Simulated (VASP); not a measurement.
# HfH2 (I4/mmm) in VASP: further runs

The runs below take HfH2 through single point, with PBEsol.

Program: VASP 6.6.1. These are calculated values, not measurements. Logs are shortened: lines on timing, memory, paths and dates and some standing lists are left out, and cuts for length are marked.

### Step 1. The cell of the first run

The structure is tetragonal, space group I4/mmm (No. 139). Conventional cell: a = 3.454 Å, b = 3.454 Å, c = 4.280 Å, α = 90.00°, β = 90.00°, γ = 90.00°. Within 2.7 Å of Hf (site symmetry 4/mmm) lie 8 H at 2.03 Å. H (site symmetry -4m2) has 4 Hf at 2.03 Å and 6 H at 2.14 to 2.44 Å within 2.7 Å.

### Step 2. Single point, PBEsol (uniaxial strain along c: +1.0 %, then relaxed in part)

Contents of INCAR:

```
  ALGO = Normal
  EDIFF = 1E-6
  ENCUT = 520
  GGA = PS
  ISIF = 2
  ISMEAR = 0
  LASPH = T
  LCHARG = F
  LREAL = F
  LWAVE = F
  NBANDS = 21
  NELM = 60
  PREC = Accurate
  SIGMA = 0.1
```

Contents of KPOINTS:

```
k-points
0
Gamma
  10 10 8
```

Contents of POSCAR:

```
HfH2
1.0
    3.4544462294      0.0000000000      0.0000000000
    0.0000000000      3.4544462294      0.0000000000
    0.0000000000      0.0000000000      4.2800483705
Hf H
2 4
Direct
    0.0000000000      0.0000000000      0.0000000000
    0.5000000000      0.5000000000      0.5000000000
    0.0000000000      0.5000000000      0.2500000000
    0.5000000000      0.0000000000      0.2500000000
    0.5000000000      0.0000000000      0.7500000000
    0.0000000000      0.5000000000      0.7500000000
```

Potentials or basis: VASP PAW PBE potentials, release 64 (Hf_pv, H).

On the command line:

```console
cat potpaw_PBE.64/Hf_pv/POTCAR potpaw_PBE.64/H/POTCAR > POTCAR
mpirun -np 1 vasp_std > vasp.out
```

OUTCAR:

```text
EDIFF = 1E-6
   ENCUT = 520
   GGA = PS
   ISIF = 2
   ISMEAR = 0
   LASPH = T
   LREAL = F
   NELM = 60
   PREC = Accurate

 ion  position               nearest neighbor table
   1  0.000  0.000  0.000-   3 2.03   4 2.03   5 2.03   6 2.03   3 2.03   6 2.03   4 2.03   5 2.03
                             2 3.25   2 3.25   2 3.25   2 3.25   2 3.25   2 3.25   2 3.25   2 3.25
   2  0.500  0.500  0.500-   3 2.03   4 2.03   5 2.03   6 2.03   4 2.03   5 2.03   3 2.03   6 2.03
                             1 3.25   1 3.25   1 3.25   1 3.25   1 3.25   1 3.25   1 3.25   1 3.25
   3  0.000  0.500  0.250-   1 2.03   2 2.03   1 2.03   2 2.03
   4  0.500  0.000  0.250-   1 2.03   2 2.03   2 2.03   1 2.03
   5  0.500  0.000  0.750-   1 2.03   2 2.03   2 2.03   1 2.03
   6  0.000  0.500  0.750-   1 2.03   2 2.03   1 2.03   2 2.03

  LATTYP: Found a simple tetragonal cell.
 ALAT       =     3.4544462294
 C/A-ratio  =     1.2389969582

  Lattice vectors:

 A1 = (   3.4544462294,   0.0000000000,   0.0000000000)
 A2 = (   0.0000000000,   3.4544462294,   0.0000000000)
 A3 = (   0.0000000000,   0.0000000000,   4.2800483705)

Analysis of symmetry for initial positions (statically):
=====================================================================
 Subroutine PRICEL returns following result:

  LATTYP: Found a body centered tetragonal cell.
 ALAT       =     3.4544462294
 C/A-ratio  =     1.2389969582

  Lattice vectors:

 A1 = (  -1.7272231147,  -1.7272231147,  -2.1400241853)
 A2 = (   1.7272231147,   1.7272231147,  -2.1400241852)
 A3 = (   1.7272231147,  -1.7272231147,   2.1400241853)

   2 primitive cells build up your supercell.

 Routine SETGRP: Setting up the symmetry group for a
 simple tetragonal supercell.

 Subroutine GETGRP returns: Found 16 space group operations
 (whereof 16 operations were pure point group operations)
 out of a pool of 16 trial point group operations.

The static configuration has the point symmetry D_4h.

Analysis of symmetry for dynamics (positions and initial velocities):
=====================================================================
 Subroutine PRICEL returns following result:

  LATTYP: Found a body centered tetragonal cell.
 ALAT       =     3.4544462294
 C/A-ratio  =     1.2389969582

  Lattice vectors:

 A1 = (  -1.7272231147,  -1.7272231147,  -2.1400241853)
 A2 = (   1.7272231147,   1.7272231147,  -2.1400241852)
 A3 = (   1.7272231147,  -1.7272231147,   2.1400241853)

   2 primitive cells build up your supercell.

 Routine SETGRP: Setting up the symmetry group for a
 simple tetragonal supercell.

 Subroutine GETGRP returns: Found 16 space group operations
 (whereof 16 operations were pure point group operations)
 out of a pool of 16 trial point group operations.

The dynamic configuration has the point symmetry D_4h.

 Subroutine INISYM returns: Found 16 space group operations
 (whereof 16 operations are pure point group operations),
 and found     2 'primitive' translations

----------------------------------------------------------------------------------------

                                     Primitive cell

  volume of cell :      25.5373

  direct lattice vectors                    reciprocal lattice vectors
    -1.727223115 -1.727223115 -2.140024185     0.000000000 -0.289481999 -0.233642219
     1.727223115  1.727223115 -2.140024185     0.289481999  0.000000000 -0.233642219
     1.727223115 -1.727223115  2.140024185     0.289481999 -0.289481999  0.000000000

  length of vectors
     3.247507181  3.247507181  3.247507181     0.372006068  0.372006068  0.409389369

  position of ions in fractional coordinates (direct lattice)
     0.000000000  0.000000000  0.000000000
     0.250000000  0.750000000  0.500000000
     0.750000000  0.250000000  0.500000000

  ion indices of the primitive-cell ions
   primitive index   ion index
                 1           1
                 2           3
                 3           4

----------------------------------------------------------------------------------------

 KPOINTS: k-points

Automatic generation of k-mesh.
 Grid dimensions read from file:
 generate k-points for:   10   10    8

 Generating k-lattice:

  Cartesian coordinates                     Fractional coordinates (reciprocal lattice)
     0.028948200  0.000000000  0.000000000     0.100000000  0.000000000  0.000000000
     0.000000000  0.028948200  0.000000000     0.000000000  0.100000000  0.000000000
     0.000000000  0.000000000  0.029205277     0.000000000  0.000000000  0.125000000

  Length of vectors
     0.028948200  0.028948200  0.029205277

  Shift w.r.t. Gamma in fractional coordinates (k-lattice)
     0.000000000  0.000000000  0.000000000

 Subroutine IBZKPT returns following result:
 ===========================================

 Found    105 irreducible k-points:

 Following reciprocal coordinates:
            Coordinates               Weight
  0.000000  0.000000  0.000000      1.000000
  0.100000  0.000000  0.000000      4.000000
  0.200000  0.000000  0.000000      4.000000
  0.300000  0.000000  0.000000      4.000000
  0.400000  0.000000  0.000000      4.000000
  0.500000  0.000000  0.000000      2.000000
[... 16 lines left out ...]
  0.100000  0.000000  0.125000      8.000000
  0.200000  0.000000  0.125000      8.000000
 [... further k-points ...]
   k-points           NKPTS =    105   k-points in BZ     NKDIM =    105   number of bands    NBANDS=     21
   number of dos      NEDOS =    301   number of ions     NIONS =      6
   total plane-waves  NPLWV =  25088
   dimension x,y,z NGX =    28 NGY =   28 NGZ =   32
   dimension x,y,z NGXF=    56 NGYF=   56 NGZF=   64
   ions per type =               2   4
   NGX,Y,Z   is equivalent  to a cutoff of  13.48, 13.48, 12.43 a.u.
   NGXF,Y,Z  is equivalent  to a cutoff of  26.95, 26.95, 24.86 a.u.
 SYSTEM =  unknown system
   PREC   = accura    normal or accurate (medium, high low for compatibility)
   ISTART =      0    job   : 0-new  1-cont  2-samecut
   ICHARG =      2    charge: 1-file 2-atom 10-const
   ISPIN  =      1    spin polarized calculation?
   LNONCOLLINEAR =      F non collinear calculations
   LSORBIT =      F    spin-orbit coupling
   LASPH  =      T    aspherical Exc in radial PAW
   ENCUT  =  520.0 eV  38.22 Ry    6.18 a.u.   6.42  6.42  7.96*2*pi/ulx,y,z
   NELM   =     60;   NELMIN=  2; NELMDL= -5     # of ELM steps
   EDIFF  = 0.1E-05   stopping-criterion for ELM
   LREAL  =      F    real-space projection
   EDIFFG = 0.1E-04   stopping-criterion for IOM
   NSW    =      0    number of steps for IOM
   IBRION =     -1    ionic relax: 0-MD 1-quasi-New 2-CG
   NFREE  =      0    steps in history (QN), initial steepest desc. (CG)
   ISIF   =      2    stress and relaxation
   ISYM   =      2    0-nonsym 1-usesym 2-fastsym
   POTIM  = 0.5000    time-step for ionic-motion
   TEBEG  =    0.0;   TEEND  =   0.0 temperature during run
   PSTRESS=    0.0 pullay stress
   NELECT =      24.0000    total number of electrons
   NUPDOWN=      -1.0000    fix difference up-down
   EMIN   =  10.00;   EMAX   =-10.00  energy-range for DOS
   EFERMI =   0.00;   METHOD = LEGACY
   ISMEAR =     0;   SIGMA  =   0.10  broadening in eV -4-tet -1-fermi 0-gaus
   EFERMI_NEDOS =   21; number of points for ismear=-14 and -15
   IALGO  =     38    algorithm
   IMIX   =      4    mixing-type and parameters
     AMIX     =   0.40;   BMIX     =  1.00
     AMIX_MAG =   1.60;   BMIX_MAG =  1.00
  volume/ion in A,a.u.               =       8.51        57.44
  Fermi-wavevector in a.u.,A,eV,Ry     =   1.272751  2.405150 22.040006  1.619895
  Thomas-Fermi vector in A             =   2.405612
   LORBIT       =      0    0 simple, 1 ext, 2 COOP (PROOUT), +10 PAW based schemes
   GGA     = PS    functional components
   LHFCALC =     F    Hartree Fock is set to
   AEXX    =    0.0000 exact exchange contribution
   IVDW    =     0    specifies the selected vdW correction
   LEPSILON=     F    determine dielectric tensor
   LRPA    =     F    only Hartree local field effects (RPA)
 non-spin polarized calculation
 Gauss-broadening in eV      SIGMA  =   0.10
  energy-cutoff  :      520.00
  volume of cell :       51.07
 maximum number of plane-waves:      1393
 NGX is ok and might be reduce to    28
   NGX = 13   NGY = 13   NGZ = 15

 number of electron      23.9999997 magnetization

 Free energy of the ion-electron system (eV)
  ---------------------------------------------------
  ext. energy  EPLUGINS =         0.00000000
  ---------------------------------------------------
  free energy    TOTEN  =       -37.58269504 eV

  energy without entropy =      -37.57823348  energy(sigma->0) =      -37.58046426

 E-fermi :   5.4373     XC(G=0): -11.6786

 val. band max:        5.4339677853   @ k =   0.2000   0.0000   0.5000
 cond. band min:       5.4726942995   @ k =   0.1000   0.0000   0.3750
 fundamental gap:      0.0387265142
 Fermi energy:         5.4373138972

 k-point     1 :       0.0000    0.0000    0.0000
  band No.  band energies     occupation
      1     -25.9164      2.00000
      2     -25.6767      2.00000
      3     -25.6767      2.00000
      4     -25.3775      2.00000
      5     -25.3775      2.00000
      6     -25.3179      2.00000
[... 13 lines left out ...]
     20      11.1063      0.00000
     21      11.1063      0.00000

 k-point     2 :       0.1000    0.0000    0.0000
  band No.  band energies     occupation
      1     -25.8993      2.00000
      2     -25.6933      2.00000
      3     -25.6680      2.00000
      4     -25.4102      2.00000
      5     -25.3833      2.00000
      6     -25.3297      2.00000
[... 13 lines left out ...]
     20      10.6473      0.00000
     21      12.3296      0.00000
[... 487 lines left out ...]
      5     -25.3942      2.00000
      6     -25.3384      2.00000
[... 13 lines left out ...]
     20      11.6454      0.00000
     21      12.9067      0.00000

 k-point    24 :       0.2000    0.0000    0.1250
  band No.  band energies     occupation
      1     -25.8662      2.00000
      2     -25.6939      2.00000
      3     -25.6337      2.00000
      4     -25.5386      2.00000
      5     -25.4098      2.00000
      6     -25.3537      2.00000
[... 13 lines left out ...]
     20      11.4469      0.00000
     21      14.1776      0.00000

 [... further k-points ...]

------------------------ aborting loop because EDIFF is reached ----------------------------------------

  FORCE on cell =-STRESS in cart. coord.  units (eV):
  Direction    XX          YY          ZZ          XY          YZ          ZX
  --------------------------------------------------------------------------------------
  -------------------------------------------------------------------------------------
  Total       -0.2055356     -0.2055356     -0.7023477      0.0000000     -0.0000000      0.0000000
  in kB       -6.4475117     -6.4475117    -22.0321670      0.0000000     -0.0000000      0.0000000
  external PRESSURE =     -11.6423968 kB  Pullay stress =       0.0000000 kB

 VOLUME and BASIS-vectors are now :
 -----------------------------------------------------------------------------
  energy-cutoff  :      520.00
  volume of cell :       51.07
      direct lattice vectors                 reciprocal lattice vectors
     3.454446229  0.000000000  0.000000000     0.289481999  0.000000000  0.000000000
     0.000000000  3.454446229  0.000000000     0.000000000  0.289481999  0.000000000
     0.000000000  0.000000000  4.280048371     0.000000000  0.000000000  0.233642219

 POSITION                                       TOTAL-FORCE (eV/Angst)
 -----------------------------------------------------------------------------------
      0.00000      0.00000      0.00000        -0.000000     -0.000000     -0.000000
      1.72722      1.72722      2.14002         0.000000      0.000000      0.000000
      0.00000      1.72722      1.07001         0.000000     -0.000000      0.000000
      1.72722      0.00000      1.07001        -0.000000     -0.000000     -0.000000
      1.72722      0.00000      3.21004        -0.000000     -0.000000     -0.000000
      0.00000      1.72722      3.21004        -0.000000     -0.000000      0.000000
 -----------------------------------------------------------------------------------
    total drift:                                0.000000      0.000000      0.000000

  FREE ENERGIE OF THE ION-ELECTRON SYSTEM (eV)
  ---------------------------------------------------
  free  energy   TOTEN  =       -37.5826950410 eV

  energy  without entropy=      -37.5782334811  energy(sigma->0) =      -37.58046426
```

Run time: 37 s. Hardware: 1 thread of Intel Xeon 6975P-C (Granite Rapids), shared host; peak memory 0.23 GiB.

What came out:

- Free energy: -37.5827 eV
- Pressure: -1.2 GPa
- Band gap on the k mesh: zero (bands 12 and 13 overlap by 1.19 eV)

Caveat: the cell differs from its parent crystal (uniaxial strain along c: +1.0 %, then relaxed in part); the PAW data sets were made with another functional, which shifts forces and pressure a little; spin-orbit coupling is left out, which moves the levels of the heavy elements.

### Step 3. Single point, PBEsol (uniaxial strain along c: +1.0 %)

Contents of INCAR:

```
SYSTEM = HfH2
  ALGO = Normal
  EDIFF = 1E-6
  ENCUT = 520
  GGA = PS
  ISIF = 2
  ISMEAR = 0
  LASPH = .TRUE.
  LCHARG = .FALSE.
  LREAL = .FALSE.
  LWAVE = .FALSE.
  NBANDS = 21
  NELM = 80
  PREC = Accurate
  SIGMA = 0.1
```

Contents of KPOINTS:

```
k-points
0
G
  10 10 8
  0 0 0
```

POSCAR, as its differences from that of step 2:

```diff
@@ -2,4 +2,4 @@
 1.0
-    3.4544462294      0.0000000000      0.0000000000
-    0.0000000000      3.4544462294      0.0000000000
+    3.4556084819      0.0000000000      0.0000000000
+    0.0000000000      3.4556084819      0.0000000000
     0.0000000000      0.0000000000      4.2800483705
```

Potentials or basis: VASP PAW PBE potentials, release 64 (Hf_pv, H).

On the command line:

```console
cat potpaw_PBE.64/Hf_pv/POTCAR potpaw_PBE.64/H/POTCAR > POTCAR
mpirun -np 1 vasp_std > vasp.out
```

Wall time 42 s (1 thread of Intel Xeon 6975P-C (Granite Rapids), shared host); peak memory 0.23 GiB.

It converged, with:

```
Free energy            : -37.5826 eV
Pressure               : -1.3 GPa
Band gap on the k mesh : zero (bands 12 and 13 overlap by 1.19 eV)
```

Stress tensor (GPa, compression positive):
```
-0.81  0.00  0.00
 0.00 -0.81  0.00
 0.00  0.00 -2.32
```

Levels at points of the mesh, in eV from the Fermi level:
| k point | band 8 | band 9 | band 10 | band 11 | band 12 | band 13 | band 14 | band 15 | band 16 | band 17 |
| --- | --- | --- | --- | --- | --- | --- | --- | --- | --- | --- |
| (0.00, 0.00, 0.00) | -7.89 | -4.17 | -3.92 | -1.20 | -0.49 | -0.49 | 0.39 | 1.84 | 3.31 | 4.76 |
| (0.50, 0.00, 0.00) | -8.27 | -5.23 | -5.23 | -1.45 | -1.45 | 0.85 | 0.85 | 1.72 | 1.72 | 4.08 |
| (0.50, 0.50, 0.00) | -6.68 | -5.76 | -5.76 | -4.25 | -4.25 | 4.02 | 4.02 | 4.24 | 4.24 | 5.53 |
| (0.00, 0.00, 0.50) | -8.91 | -6.00 | -6.00 | 0.70 | 0.70 | 0.74 | 0.74 | 0.74 | 0.74 | 3.08 |
| (0.50, 0.00, 0.50) | -8.51 | -5.16 | -5.16 | -0.91 | -0.91 | 0.66 | 0.66 | 3.88 | 3.88 | 4.61 |
| (0.50, 0.50, 0.50) | -6.28 | -6.28 | -6.28 | -2.48 | -2.48 | 1.33 | 1.33 | 4.06 | 4.06 | 4.82 |

Caveat: the cell differs from its parent crystal (uniaxial strain along c: +1.0 %); the PAW data sets were made with another functional, which shifts forces and pressure a little; spin-orbit coupling is left out, which moves the levels of the heavy elements.
